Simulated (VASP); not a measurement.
Input of a VASP 6.6.1 run:

File INCAR:

```
PREC     = Accurate       # precision mode
ENCUT    = 520            # plane-wave cutoff, eV
EDIFF    = 1E-6           # SCF threshold, eV
ISMEAR   = 0              # smearing method
SIGMA    = 0.05           # smearing width, eV
LREAL    = False          # projectors in reciprocal space
LASPH    = True           # aspherical terms in the spheres
NELM     = 60             # most SCF steps
ALGO     = Normal         # electronic algorithm
ISIF     = 2              # what is computed and relaxed
LWAVE    = False          # write WAVECAR
LCHARG   = False          # write CHGCAR
GGA      = PE             # functional
NBANDS   = 86             # bands
```

KPOINTS

```
regular mesh
0
Gamma
  1 1 9
```

POSCAR

```
BiTe
1.0
   15.5000000000      0.0000000000      0.0000000000
    0.0000000000     15.8000000000      0.0000000000
    0.0000000000      0.0000000000      6.1961353718
Bi Te
7 7
Direct
    0.5035169356      0.5000000000      0.0000000000
    0.5604117354      0.3508677692      0.5000000000
    0.5604117354      0.6491322308      0.5000000000
    0.2158769018      0.5000000000      0.5000000000
    0.6921093302      0.5000000000      0.5000000000
    0.3132567253      0.3035361559      0.0000000000
    0.3132567253      0.6964638441      0.0000000000
    0.2754085884      0.5000000000      0.0000000000
    0.6950191847      0.5000000000      0.0000000000
    0.2885868742      0.3210062446      0.5000000000
    0.2885868742      0.6789937554      0.5000000000
    0.4426616971      0.5000000000      0.5000000000
    0.5059394218      0.3044771295      0.0000000000
    0.5059394218      0.6955228705      0.0000000000
```

Potentials or basis: VASP PAW PBE potentials, release 64 (Bi_d, Te).

Run with:

```bash
$ cat potpaw_PBE.64/Bi_d/POTCAR potpaw_PBE.64/Te/POTCAR > POTCAR
$ mpirun -np 1 vasp_std > vasp.out
```

What does it give for the largest force?

0.011 eV/Å.

Forces on the atoms (eV/Å):
```
Bi  -0.002  0.000  0.000
Bi   0.002 -0.010  0.000
Bi   0.002  0.010  0.000
Bi  -0.003  0.000  0.000
Bi   0.005  0.000  0.000
Bi  -0.001 -0.011  0.000
Bi  -0.001  0.011  0.000
Te  -0.005  0.000  0.000
Te   0.006  0.000  0.000
Te   0.003 -0.003  0.000
Te   0.003  0.003  0.000
Te  -0.010  0.000  0.000
Te   0.002  0.003  0.000
Te   0.002 -0.003  0.000
```
